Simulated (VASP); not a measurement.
Wanted: the native input for a VASP 6.6.1 run.

```yaml
Task: single point
Functional: PBE
Potentials_or_basis: VASP PAW PBE potentials, release 64 (Al, Ga_d, N)
Cutoff: 520 eV
k_mesh: 6 × 6 × 1
Occupations: gaussian, width 0.1 eV
Spin: no spin polarisation
Dipole_correction: no
Further_INCAR_settings: ALGO = Normal; EDIFF = 1e-06; NBANDS = 61
```

The structure of AlGa5N6 lies in POSCAR:

```
AlGa5N6
1.0
    3.4224354200      0.0000000000      0.0000000000
   -1.7112177100      2.9639160100      0.0000000000
    0.0000000000      0.0000000000     16.7664408900
Al Ga N
1 5 6
Direct
    0.0000000000      0.0000000000      0.5000000000
    0.6666666700      0.3333333300      0.6666666700
    0.3333333300      0.6666666700      0.8333333300
    0.0000000000      0.0000000000      0.0000000000
    0.6666666700      0.3333333300      0.1666666700
    0.3333333300      0.6666666700      0.3333333300
    0.0000000000      0.0000000000      0.7500000000
    0.6666666700      0.3333333300      0.9166666700
    0.3333333300      0.6666666700      0.0833333300
    0.0000000000      0.0000000000      0.2500000000
    0.6666666700      0.3333333300      0.4166666700
    0.3333333300      0.6666666700      0.5833333300
```

One way to write it, as run:

INCAR

```
SYSTEM = AlGa5N6
PREC = Accurate
ENCUT = 520
EDIFF = 1E-6
ISMEAR = 0
SIGMA = 0.1
LREAL = .FALSE.
LASPH = .TRUE.
NELM = 60
ALGO = Normal
ISIF = 2
LWAVE = .FALSE.
LCHARG = .FALSE.
GGA = PE
NBANDS = 61
```

KPOINTS

```
regular mesh
0
G
  6 6 1
  0 0 0
```

Potentials or basis: VASP PAW PBE potentials, release 64 (Al, Ga_d, N).

Command:

```bash
$ cat potpaw_PBE.64/Al/POTCAR potpaw_PBE.64/Ga_d/POTCAR potpaw_PBE.64/N/POTCAR > POTCAR
$ mpirun -np 1 vasp_std > vasp.out
```

It gave:

- Pressure: -32.9 GPa
- Largest force: 0.640 eV/Å
- Band gap on the k mesh: zero (bands 49 and 50 overlap by 0.17 eV)

Caveat: the k points lie up to 0.37 Å⁻¹ apart; semilocal functionals underestimate gaps, so a narrow gap can read as zero.

Wall time 61 s on 1 thread of Intel(R) Xeon(R) 6975P-C (Granite Rapids), on a shared host, peak memory 0.32 GiB.
